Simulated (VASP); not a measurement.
Rh: single point with PBEsol

Rh:

```
Rh
1.0
     2.67543    0.00000    0.00000
    -1.33772    2.31699    0.00000
     0.00000    0.00000   17.45428
Rh
8
Direct
  0.00000 0.00000 0.50000
  0.00000 0.00000 0.00000
  0.33333 0.66667 0.12500
  0.33333 0.66667 0.62500
  0.00000 0.00000 0.25000
  0.00000 0.00000 0.75000
  0.66667 0.33333 0.37500
  0.66667 0.33333 0.87500
```

This isn't the form of Rh at room conditions, which is fcc.

```yaml
Program: VASP 6.6.1
Task: single point
Functional: PBEsol
Potentials_or_basis: VASP PAW PBE potentials, release 64 (Rh_pv)
Cutoff: 520 eV
k_mesh: 12 × 12 × 2
Occupations: gaussian, width 0.15 eV
Spin: no spin polarisation
```

```json
{"Pressure": "0.0 GPa", "Band gap on the k mesh": "zero (bands 60 and 61 overlap by 2.04 eV)"}
```

Stress tensor (GPa, compression positive):
```
-0.11  0.00  0.00
 0.00 -0.11  0.00
 0.00  0.00  0.18
```

Levels at points of the mesh, in eV from the Fermi level:
```
           k point  band 57  band 58  band 59  band 60  band 61  band 62
(0.00, 0.00, 0.00)    -1.22    -1.16    -1.16    -1.16    -1.16    -0.88
(0.50, 0.00, 0.00)     0.61     0.63     0.68     0.84     0.84     0.86
(0.00, 0.00, 0.50)    -1.38    -0.97    -0.97    -0.97    -0.97    -0.21
(0.50, 0.00, 0.50)     0.58     0.58     0.65     0.65     0.83     0.83
```

Run time: 7.5 min on 1 thread of Intel(R) Xeon(R) Platinum 8488C (Sapphire Rapids) (shared host), peak memory 0.34 GiB.

Caveat: the PAW data sets were made with another functional, which shifts forces and pressure a little.
